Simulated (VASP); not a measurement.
Write the native input for VASP 6.6.1 that does the following.

```
Task                    : single point
Functional              : PBEsol
Potentials or basis     : VASP PAW PBE potentials, release 64 (Co, O)
Cutoff                  : 520 eV
k mesh                  : 10 × 10 × 10
Occupations             : fermi-dirac, width 0.05 eV
Spin                    : collinear spin, ferromagnetic start
Starting moments        : [2.0, 0.0] μB
Dipole correction       : no
k mesh for the DOS      : 15 × 15 × 15
Occupations for the DOS : tetrahedron
Further INCAR settings  : ALGO = Normal; EDIFF = 1e-07
```

The system is CoO.

```
CELL_PARAMETERS angstrom
1.60222 0.92504 2.56647
-1.60222 0.92504 2.56647
0.00000 -1.85008 2.56647
ATOMIC_POSITIONS crystal
Co 0.99898 0.99898 0.99898
O 0.75102 0.75102 0.75102
```

One way to write it, as run:

POSCAR

```
CoO
1.0
    1.6022198417      0.9250420569      2.5664708903
   -1.6022198417      0.9250420569      2.5664708903
    0.0000000000     -1.8500841138      2.5664708903
Co O
1 1
Direct
    0.9989783200      0.9989783200      0.9989783200
    0.7510210300      0.7510210300      0.7510210300
```

INCAR.step1

```
SYSTEM = CoO
  PREC = Accurate
  ENCUT = 520
  EDIFF = 1E-7
  ISMEAR = -1
  SIGMA = 0.05
  LREAL = .False.
  LASPH = .True.
  NELM = 150
  ALGO = Normal
  ISIF = 2
  LWAVE = .False.
  LCHARG = .True.
  ISPIN = 2
  MAGMOM = 2 0
  LMAXMIX = 4
  GGA = PS
  NBANDS = 18
```

KPOINTS.step1

```
Automatic mesh
0
Gamma
  10 10 10
  0 0 0
```

INCAR.step2

```
SYSTEM = CoO
  PREC = Accurate
  ENCUT = 520
  EDIFF = 1E-7
  ISMEAR = -5
  SIGMA = 0.05
  LREAL = .False.
  LASPH = .True.
  NELM = 150
  ALGO = Normal
  ISIF = 2
  LWAVE = .False.
  LCHARG = .False.
  ISPIN = 2
  MAGMOM = 2 0
  LORBIT = 11
  LMAXMIX = 4
  GGA = PS
  NEDOS = 1001
  ICHARG = 11
```

KPOINTS.step2

```
Automatic mesh
0
Gamma
  15 15 15
  0 0 0
```

Potentials or basis: VASP PAW PBE potentials, release 64 (Co, O).

Launch:

```console
$ cat potpaw_PBE.64/Co/POTCAR potpaw_PBE.64/O/POTCAR > POTCAR
$ cp INCAR.step1 INCAR
$ cp KPOINTS.step1 KPOINTS
$ mpirun -np 1 vasp_std > vasp.out
$ cp INCAR.step2 INCAR
$ cp KPOINTS.step2 KPOINTS
$ mpirun -np 1 vasp_std > vasp.out
```

It gave:

```yaml
Net_moment: 2.76 μB per cell
Site_moments: Co +2.40; O +0.31 μB
Valence_electrons_inside_the_program's_atomic_spheres: Co 8.01; O 4.97
```

Caveat: a cell with one magnetic atom can't hold antiferromagnetic order, which such compounds often take.

It took 3.1 min on 1 thread of Intel Xeon 8259CL, on a shared host, peak memory 0.27 GiB.
